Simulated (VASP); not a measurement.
# As (Fd-3m) in VASP: a series of runs

As is run at these levels: PBE; tasks: single point, relaxation of cell and atoms.

Everything below comes from runs of VASP 6.6.1. Logs are shortened: lines on timing, memory, paths and dates and some standing lists are left out, and cuts for length are marked.

## (1) The cell of the first run

It takes space group Fd-3m (No. 227, cubic). Conventional cell: a = 6.106 Å, b = 6.106 Å, c = 6.106 Å, α = 90.00°, β = 90.00°, γ = 90.00°. Within 3.5 Å of As (site symmetry -43m) lie 4 As at 2.64 Å.

This isn't the form of As at room conditions, which is rhombohedral.

## (2) Single point, PBE, non-collinear spin, zero start, spin-orbit coupling

Contents of INCAR:

```
SYSTEM = As
PREC     = Accurate       ! precision mode
ENCUT    = 520            ! plane-wave cutoff, eV
EDIFF    = 1E-6           ! SCF threshold, eV
ISMEAR   = -1             ! smearing method
SIGMA    = 0.05           ! smearing width, eV
LREAL    = .FALSE.        ! projectors in reciprocal space
LASPH    = .TRUE.         ! aspherical terms in the spheres
NELM     = 150            ! most SCF steps
ALGO     = Normal         ! electronic algorithm
ISIF     = 2              ! what is computed and relaxed
LWAVE    = .FALSE.        ! write WAVECAR
LCHARG   = .FALSE.        ! write CHGCAR
MAGMOM   = 0 0 0 0 0 0    ! initial moments
LORBIT   = 11             ! projections on sites
LSORBIT  = .TRUE.         ! spin-orbit coupling
GGA_COMPAT= .FALSE.      
LORBMOM  = .TRUE.       
GGA      = PE             ! functional
NBANDS   = 22             ! bands
```

Contents of KPOINTS:

```
Automatic mesh
0
G
  12 12 12
  0 0 0
```

Contents of POSCAR:

```
As
1.0
    0.0000000000      3.0531085027      3.0531085027
    3.0531085027      0.0000000000      3.0531085027
    3.0531085027      3.0531085027      0.0000000000
As
2
Direct
   -0.1250000000     -0.1250000000     -0.1250000000
    0.1250000000      0.1250000000      0.1250000000
```

Potentials or basis: VASP PAW PBE potentials, release 64 (As).

Command:

```sh
$ cat potpaw_PBE.64/As/POTCAR > POTCAR
$ mpirun -np 1 vasp_ncl > vasp.out
```

OUTCAR:

```text
SYSTEM = As
   PREC = Accurate
   ENCUT = 520
   EDIFF = 1E-6
   ISMEAR = -1
   LREAL = .FALSE.
   LASPH = .TRUE.
   NELM = 150
   ISIF = 2
   LORBIT = 11
   LSORBIT = .TRUE.
   GGA = PE

 ion  position               nearest neighbor table
   1  0.875  0.875  0.875-   2 2.64   2 2.64   2 2.64   2 2.64
   2  0.125  0.125  0.125-   1 2.64   1 2.64   1 2.64   1 2.64

  LATTYP: Found a face centered cubic cell.
 ALAT       =     6.1062170054

  Lattice vectors:

 A1 = (   0.0000000000,   3.0531085027,   3.0531085027)
 A2 = (   3.0531085027,   0.0000000000,   3.0531085027)
 A3 = (   3.0531085027,   3.0531085027,   0.0000000000)

Analysis of symmetry for initial positions (statically):
=====================================================================
 Subroutine PRICEL returns:
 Original cell was already a primitive cell.

 Routine SETGRP: Setting up the symmetry group for a
 face centered cubic supercell.

 Subroutine GETGRP returns: Found 48 space group operations
 (whereof 12 operations were pure point group operations)
 out of a pool of 48 trial point group operations.

The static configuration has the point symmetry D_3d.
 The point group associated with its full space group is O_h .

Analysis of symmetry for dynamics (positions and initial velocities):
=====================================================================
 Subroutine PRICEL returns:
 Original cell was already a primitive cell.

 Routine SETGRP: Setting up the symmetry group for a
 face centered cubic supercell.

 Subroutine GETGRP returns: Found 48 space group operations
 (whereof 12 operations were pure point group operations)
 out of a pool of 48 trial point group operations.

The dynamic configuration has the point symmetry D_3d.
 The point group associated with its full space group is O_h .

Analysis of structural, dynamic, and magnetic symmetry:
=====================================================================
 Subroutine PRICEL returns:
 Original cell was already a primitive cell.

 Routine SETGRP: Setting up the symmetry group for a
 face centered cubic supercell.

 Subroutine GETGRP returns: Found 48 space group operations
 (whereof 12 operations were pure point group operations)
 out of a pool of 48 trial point group operations.

The overall configuration has the point symmetry D_3d.
 The point group associated with its full space group is O_h .

 Subroutine INISYM returns: Found 48 space group operations
 (whereof 12 operations are pure point group operations),
 and found     1 'primitive' translations

[... 778 lines left out ...]
 -----------------------------------------------------------------------------------
    total drift:                                0.000000     -0.000000     -0.000000

  FREE ENERGIE OF THE ION-ELECTRON SYSTEM (eV)
  ---------------------------------------------------
  free  energy   TOTEN  =        -8.7538097290 eV

  energy  without entropy=       -8.7470013941  energy(sigma->0) =       -8.75040556

 orbital moment (x)

 # of ion     p       d       tot
 ----------------------------------------
  1         0.000  -0.000   0.000
  2         0.000  -0.000   0.000
 ----------------------------------------
            0.000  -0.000   0.000

 orbital moment (y)

 # of ion     p       d       tot
 ----------------------------------------
  1        -0.000   0.000  -0.000
  2        -0.000   0.000  -0.000
 ----------------------------------------
           -0.000   0.000  -0.000

 orbital moment (z)

 # of ion     p       d       tot
 ----------------------------------------
  1        -0.000  -0.000  -0.000
  2         0.000  -0.000  -0.000
 ----------------------------------------
           -0.000  -0.000  -0.000

 Spin-Orbit-Coupling matrix elements

 Ion:    1  E_soc:     -0.0284205
 l=   1
     0.0000000    -0.0047378    -0.0047378
    -0.0047378     0.0000000    -0.0047378
    -0.0047378    -0.0047378     0.0000000
 l=   2
     0.0000000     0.0000015     0.0000000     0.0000015    -0.0000005
     0.0000015     0.0000000    -0.0000004     0.0000015    -0.0000001
     0.0000000    -0.0000004     0.0000000    -0.0000004     0.0000000
     0.0000015     0.0000015    -0.0000004     0.0000000    -0.0000001
    -0.0000005    -0.0000001     0.0000000    -0.0000001     0.0000000
 l=   3
     0.0000000     0.0000000     0.0000000     0.0000000     0.0000000     0.0000000     0.0000000
     0.0000000     0.0000000     0.0000000     0.0000000     0.0000000     0.0000000     0.0000000
     0.0000000     0.0000000     0.0000000     0.0000000     0.0000000     0.0000000     0.0000000
     0.0000000     0.0000000     0.0000000     0.0000000     0.0000000     0.0000000     0.0000000
     0.0000000     0.0000000     0.0000000     0.0000000     0.0000000     0.0000000     0.0000000
     0.0000000     0.0000000     0.0000000     0.0000000     0.0000000     0.0000000     0.0000000
     0.0000000     0.0000000     0.0000000     0.0000000     0.0000000     0.0000000     0.0000000

 Ion:    2  E_soc:     -0.0284205
 l=   1
     0.0000000    -0.0047378    -0.0047378
    -0.0047378     0.0000000    -0.0047378
    -0.0047378    -0.0047378     0.0000000
 l=   2
     0.0000000     0.0000015     0.0000000     0.0000015    -0.0000005
     0.0000015     0.0000000    -0.0000004     0.0000015    -0.0000001
     0.0000000    -0.0000004     0.0000000    -0.0000004     0.0000000
     0.0000015     0.0000015    -0.0000004     0.0000000    -0.0000001
    -0.0000005    -0.0000001     0.0000000    -0.0000001     0.0000000
 l=   3
     0.0000000     0.0000000     0.0000000     0.0000000     0.0000000     0.0000000     0.0000000
     0.0000000     0.0000000     0.0000000     0.0000000     0.0000000     0.0000000     0.0000000
     0.0000000     0.0000000     0.0000000     0.0000000     0.0000000     0.0000000     0.0000000
     0.0000000     0.0000000     0.0000000     0.0000000     0.0000000     0.0000000     0.0000000
     0.0000000     0.0000000     0.0000000     0.0000000     0.0000000     0.0000000     0.0000000
     0.0000000     0.0000000     0.0000000     0.0000000     0.0000000     0.0000000     0.0000000
     0.0000000     0.0000000     0.0000000     0.0000000     0.0000000     0.0000000     0.0000000

 total charge

# of ion       s       p       d       tot
------------------------------------------
    1        1.333   1.288   0.035   2.657
    2        1.333   1.288   0.035   2.657
--------------------------------------------------
tot          2.666   2.577   0.070   5.314

 magnetization (x)

# of ion       s       p       d       tot
------------------------------------------
    1       -0.000   0.000   0.000  -0.000
    2       -0.000   0.000   0.000  -0.000
--------------------------------------------------
tot         -0.000   0.000   0.000  -0.000

 magnetization (y)

# of ion       s       p       d       tot
------------------------------------------
    1        0.000   0.000   0.000   0.000
    2        0.000   0.000   0.000   0.000
--------------------------------------------------
tot          0.000   0.000   0.000   0.000

 magnetization (z)

# of ion       s       p       d       tot
------------------------------------------
    1        0.000   0.000   0.000   0.000
    2        0.000   0.000   0.000   0.000
--------------------------------------------------
tot          0.000   0.000   0.000   0.000
```

It took 1.8 min on 1 thread of Intel Xeon Platinum 8259CL at 2.50GHz (Skylake/Cascade Lake), shared host; peak memory 0.38 GiB.

What came out:

```yaml
Free_energy: -8.7538 eV
Pressure: 0.2 GPa
Net_moment: 0.00 μB per cell
Valence_electrons_inside_the_program's_atomic_spheres: As 2.66
```

Moments on the atoms (μB; x, y, z):
```
As  0.00 0.00 0.00
As  0.00 0.00 0.00
```

## (3) Relaxation of cell and atoms, PBE, non-collinear spin, zero start, spin-orbit coupling

Contents of INCAR:

```
PREC = Accurate ; ENCUT = 600
EDIFF = 1E-6 ; ISMEAR = -1
SIGMA = 0.05 ; LREAL = F
LASPH = T ; NELM = 150
ALGO = Normal ; ISIF = 3
LWAVE = F ; LCHARG = F
MAGMOM = 0 0 0 0 0 0 ; LORBIT = 11
LSORBIT = T ; GGA_COMPAT = F
LORBMOM = T ; GGA = PE
IBRION = 2 ; NSW = 45
EDIFFG = -0.005
```

Contents of KPOINTS:

```
regular mesh
0
Gamma
  12 12 12
```

POSCAR is that of step 2.

Potentials or basis: VASP PAW PBE potentials, release 64 (As).

Command:

```sh
$ cat potpaw_PBE.64/As/POTCAR > POTCAR
$ mpirun -np 1 vasp_ncl > vasp.out
```

Wall time 4.9 min (1 thread of Intel Xeon Platinum 8488C (Sapphire Rapids), shared host); peak memory 0.45 GiB.

The run converged. Its results:

| Quantity | Value |
| --- | --- |
| Free energy | -8.7540 eV |
| Relaxed volume | 28.56 Å³/atom |
| Relaxed cell | a = 4.323 Å, b = 4.323 Å, c = 4.323 Å, α = 60.00°, β = 60.00°, γ = 60.00° |
| Space group after relaxing (to 0.1 Å) | Fd-3m (No. 227) |
| Energy gained by relaxing | 0.0 meV/atom |
| Ionic steps | 3 |
| Pressure after relaxing | 0.0 GPa |
| Net moment | 0.00 μB per cell |
| Valence electrons inside the program's atomic spheres | As 2.65 |

Final structure:
```yaml
crystal:
  lattice:
    - [0.00000, 3.05658, 3.05658]
    - [3.05658, 0.00000, 3.05658]
    - [3.05658, 3.05658, 0.00000]
  atoms:
    - { symbol: As, position: [0.87500, 0.87500, 0.87500] }
    - { symbol: As, position: [0.12500, 0.12500, 0.12500] }
```

Moments on the atoms (μB; x, y, z):
```
As  0.00 0.00 0.00
As  0.00 0.00 0.00
```
